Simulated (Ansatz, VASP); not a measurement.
## Zr2BN3 in VASP and in Ansatz

```xyz
6
Lattice="5.6365 0.0000 0.0000 -2.8182 4.8813 0.0000 0.0000 0.0000 2.9649" Properties=species:S:1:pos:R:3 pbc="T T T"
Zr    0.0000    3.2542    0.0000
Zr    2.8182    1.6271    0.0000
B     0.0000    0.0000    0.0000
N     2.8182    0.0000    1.4825
N     1.4091    2.4407    1.4825
N    -1.4091    2.4407    1.4825
```

Change from the starting cell: species swapped into the EuB2Rh3 type (P6/mmm, No. 191).

Alike in both runs: functional PBE; k mesh 6 × 6 × 6; occupations gaussian, width 0.1 eV; no spin polarisation.

Ansatz relaxed the structure, and its values are those at the end. VASP's run is a single point on that final structure, the one shown.

|  | VASP | Ansatz |
| --- | --- | --- |
| version | VASP 6.6.1 | Ansatz 0.2.0 |
| potentials or method | VASP PAW PBE potentials, release 64 (Zr_sv, B, N), cutoff 520 eV | scalar-relativistic, plane waves, PAW |
| valence electrons in the cell | 42 | 42 |

```csv
,VASP,Ansatz,Ansatz less VASP
gap on the k mesh at the Fermi level (eV),none,none,-
pressure (GPa),0.2,0.0,-0.15
```

A gap of «none» marks a metal or a gap that the smearing closes.
